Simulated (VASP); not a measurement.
Crystal: Ga4SeS.

```
Ga Se S
1.0
     4.38707    0.00000    0.00000
     0.00000    4.38707    0.00000
     0.00000    0.00000    7.78270
Ga Se S
4 1 1
Direct
  0.50000 0.50000 0.74061
  0.50000 0.50000 0.25939
  0.50000 0.00000 0.50000
  0.00000 0.50000 0.50000
  0.50000 0.50000 0.50000
  0.50000 0.50000 0.00000
```

| Quantity | Value |
| --- | --- |
| Program | VASP 6.6.1 |
| Task | relaxation of cell and atoms |
| Functional | PBE |
| Potentials or basis | VASP PAW PBE potentials, release 64 (Ga_d, Se, S) |
| Cutoff | 600 eV |
| k mesh | 4 × 4 × 2 |
| Occupations | gaussian, width 0.1 eV |
| Spin | no spin polarisation |

At the start: pressure 40.3 GPa; volume 24.96 Å³/atom.

Problem. Where does the relaxation end?

Solution. Over 11 steps the energy falls by 1969.9 meV/atom and the volume is 55.85 Å³/atom (+123.7 %); space group P4/mmm (No. 123, to 0.05 Å).

Step by step:
| step | energy change (eV) | largest force (eV/Å) | pressure (GPa) | volume (Å³) |
| --- | --- | --- | --- | --- |
| 1 | 0.0000 | 11.0542 | 40.35 | 149.79 |
| 2 | -11.7429 | 0.3417 | 0.12 | 324.20 |
| 3 | -11.7551 | 0.3695 | -0.05 | 328.27 |
| 4 | -11.7700 | 0.2852 | 0.16 | 324.03 |
| 5 | -11.7749 | 0.1976 | 0.40 | 319.67 |
| 6 | -11.7911 | 0.2943 | 0.19 | 323.54 |
| 7 | -11.7988 | 0.3906 | -0.01 | 327.58 |
| 8 | -11.8112 | 0.2314 | 0.02 | 329.93 |
| 9 | -11.8179 | 0.0225 | 0.03 | 332.87 |
| 10 | -11.8181 | 0.0153 | 0.05 | 333.40 |
| 11 | -11.8194 | 0.0107 | -0.04 | 335.13 |

Final structure:
```
Ga Se S
1.0
     5.18756    0.00000    0.00000
     0.00000    5.18756    0.00000
     0.00000    0.00000   12.45326
Ga Se S
4 1 1
Direct
  0.50000 0.50000 0.81855
  0.50000 0.50000 0.18145
  0.50000 0.00000 0.50000
  0.00000 0.50000 0.50000
  0.50000 0.50000 0.50000
  0.50000 0.50000 0.00000
```

Caveat: the k points lie up to 0.30 Å⁻¹ apart in the final cell; the volume moved by over 15 % at a fixed basis, so the end points are rough.
